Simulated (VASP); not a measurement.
# Hf: single point with LDA

Crystal: Hf.

```
Hf
1.0
     1.55869   -2.69972    0.00000
     1.55869    2.69972    0.00000
     0.00000    0.00000    4.94958
Hf
2
Direct
  0.66667 0.33333 0.25000
  0.33333 0.66667 0.75000
```

```
Program                : VASP 6.6.1
Task                   : single point
Functional             : LDA
Potentials or basis    : VASP PAW LDA potentials, release 64 (Hf_pv)
Cutoff                 : 520 eV
k mesh                 : 15 × 15 × 8
Occupations            : fermi-dirac, width 0.1 eV
Spin                   : no spin polarisation
Dipole correction      : no
Further INCAR settings : ALGO = Normal; EDIFF = 1e-07; NBANDS = 17
```

The pressure is 0.1 GPa and the band gap on the k mesh is zero (bands 10 and 11 overlap by 1.55 eV).

Levels at points of the mesh, in eV from the Fermi level:
| k point | band 6 | band 7 | band 8 | band 9 | band 10 | band 11 | band 12 | band 13 | band 14 | band 15 |
| --- | --- | --- | --- | --- | --- | --- | --- | --- | --- | --- |
| (0.00, 0.00, 0.00) | -29.77 | -7.53 | -3.92 | 1.07 | 1.15 | 1.15 | 1.41 | 2.03 | 2.03 | 2.74 |
| (0.00, 0.00, 0.50) | -29.85 | -5.43 | -5.43 | 0.12 | 0.12 | 1.04 | 1.04 | 1.04 | 1.04 | 5.09 |

It took 34 s on 1 thread of Intel(R) Xeon(R) Platinum 8488C (Sapphire Rapids), with other jobs on the host, peak memory 0.2 GiB.

Caveat: spin-orbit coupling is left out, which moves the levels of the heavy elements.
